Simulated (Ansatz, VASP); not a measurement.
## One calculation of SbSe2, two programs

```
Sb Se
1.0
     0.00000    3.45712    3.45712
     3.45712    0.00000    3.45712
     3.45712    3.45712    0.00000
Sb Se
1 2
Direct
  0.00000 0.00000 0.00000
  0.25000 0.25000 0.25000
  0.75000 0.75000 0.75000
```

Change from the starting cell: species swapped into the Al2Au type (Fm-3m, No. 225).

Alike in both runs: functional PBE; k mesh 4 × 4 × 4; occupations gaussian, width 0.1 eV; no spin polarisation.

Ansatz relaxed the structure, and its values are those at the end. VASP's run is a single point on that final structure, the one shown.

|  | VASP | Ansatz |
| --- | --- | --- |
| version | VASP 6.6.1 | Ansatz 0.2.0 |
| potentials or method | VASP PAW PBE potentials, release 64 (Sb, Se), cutoff 520 eV | scalar-relativistic, plane waves, PAW |
| valence electrons in the cell | 17 | 47 |

```tsv
	VASP	Ansatz	Ansatz less VASP
gap on the k mesh at the Fermi level (eV)	none	none	-
pressure (GPa)	-0.3	-0.2	+0.08
```

A gap of «none» marks a metal or a gap that the smearing closes. With one functional, cell and mesh, what is left measures potentials, basis and numerics. VASP's potentials hold 17 valence electrons a cell and Ansatz's 47, so a difference there can come from the potentials and not from the codes.

The k mesh is coarse, so the values compare programs but aren't converged. Spin-orbit coupling is off throughout.
